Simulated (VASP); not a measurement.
A run of VASP 6.6.1:

The input POSCAR:

```
In5GaP6
1.0
    0.0000000000      5.8780100000      5.8780100000
    5.8780100000      0.0000000000      5.8780100000
    8.8170150000      8.8170150000      0.0000000000
Ga In P
2 10 12
Direct
    0.9995370000      0.9995720000      0.9973150000
    0.4990570000      0.4988800000      0.3328380000
    0.0025470000      0.0021920000      0.6656260000
    0.0024100000      0.0024560000      0.3293070000
    0.5046580000      0.5050200000      0.9964780000
    0.5005140000      0.5002300000      0.6626840000
    0.9974610000      0.4990240000      0.0026920000
    0.5068330000      0.0017710000      0.3278900000
    0.0053110000      0.4981350000      0.6646860000
    0.4994640000      0.9969310000      0.0025380000
    0.0021410000      0.5064310000      0.3281660000
    0.4982170000      0.0051200000      0.6646070000
    0.1173680000      0.1169450000      0.0789650000
    0.1174980000      0.1172960000      0.7642390000
    0.6185950000      0.6183190000      0.4120580000
    0.1274830000      0.1270830000      0.4144870000
    0.6165110000      0.6161220000      0.0996520000
    0.6267980000      0.6266540000      0.7459610000
    0.1230250000      0.6411530000      0.0778060000
    0.6202400000      0.1405840000      0.4139460000
    0.1222500000      0.6245550000      0.7530780000
    0.6412290000      0.1231490000      0.0775360000
    0.1407500000      0.6202260000      0.4140730000
    0.6248710000      0.1219450000      0.7528690000
```

File INCAR.step1:

```
SYSTEM = In5GaP6
ALGO = Normal
EDIFF = 1E-5
ENCUT = 400
GGA = PE
GGA_COMPAT = .False.
ISIF = 2
ISMEAR = -1
ISYM = 0
LASPH = .True.
LCHARG = .False.
LREAL = .False.
LWAVE = .True.
NBANDS = 126
NELM = 120
PREC = Accurate
SIGMA = 0.05
```

Contents of INCAR.step2:

```
SYSTEM = In5GaP6
ALGO = Normal
EDIFF = 1E-6
ENCUT = 400
GGA = PE
GGA_COMPAT = .False.
HFSCREEN = 0.2079
ISIF = 2
ISMEAR = -1
ISTART = 1
ISYM = 0
LASPH = .True.
LCHARG = .False.
LHFCALC = .True.
LREAL = .False.
LWAVE = .False.
NBANDS = 126
NELM = 120
PREC = Accurate
PRECFOCK = Fast
SIGMA = 0.05
```

KPOINTS

```
Automatic mesh
0
Gamma
  1 1 1
  0.25 0.25 0.25
```

Potentials or basis: VASP PAW PBE potentials, release 64 (Ga_d, In_d, P).

The run is started by

```sh
$ cat potpaw_PBE.64/Ga_d/POTCAR potpaw_PBE.64/In_d/POTCAR potpaw_PBE.64/P/POTCAR > POTCAR
$ cp INCAR.step1 INCAR
$ mpirun -np 1 vasp_std > vasp.out
$ cp INCAR.step2 INCAR
$ mpirun -np 1 vasp_std > vasp.out
```

Hardware: 1 thread of Intel Xeon 8259CL (shared host).

**Question.** Estimate the wall time of this run.

**Answer.** It took 29 min on 1 thread of Intel Xeon 8259CL (shared host), peak memory 0.74 GiB. Counts: k points 1.
